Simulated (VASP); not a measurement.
Here is a VASP 6.6.1 calculation.

INCAR

```
SYSTEM = Ti
  PREC = Accurate
  ENCUT = 520
  EDIFF = 1E-6
  ISMEAR = -1
  SIGMA = 0.08
  LREAL = .False.
  LASPH = .True.
  NELM = 100
  ALGO = Normal
  ISIF = 2
  LWAVE = .False.
  LCHARG = .False.
  GGA = PS
  NBANDS = 19
```

The input KPOINTS:

```
Automatic mesh
0
Gamma
  13 13 7
  0 0 0
```

POSCAR

```
Ti
1.0
    2.9499978604      0.0000000000      0.0000000000
   -1.4749989302      2.5547730882      0.0000000000
    0.0000000000      0.0000000000      4.5454200000
Ti
2
Direct
    0.3333333333      0.6666666667      0.2500000000
    0.6666666667      0.3333333333      0.7500000000
```

Potentials or basis: VASP PAW PBE potentials, release 64 (Ti_sv).

Command:

```bash
$ cat potpaw_PBE.64/Ti_sv/POTCAR > POTCAR
$ mpirun -np 1 vasp_std > vasp.out
```

Task: Predict the band gap on the k mesh.

Result: Zero (band 12 reaches 9.10 eV, above the bottom of band 13 at 8.00 eV).

Task: What does it give for the pressure?

Result: -2.8 GPa.

Stress tensor (GPa, compression positive):
```
-3.73  0.00  0.00
 0.00 -3.73  0.00
 0.00  0.00 -0.84
```

Caveat: the cell differs from its parent crystal (zz strain of -3 %); the PAW data sets were made with another functional, which shifts forces and pressure a little.
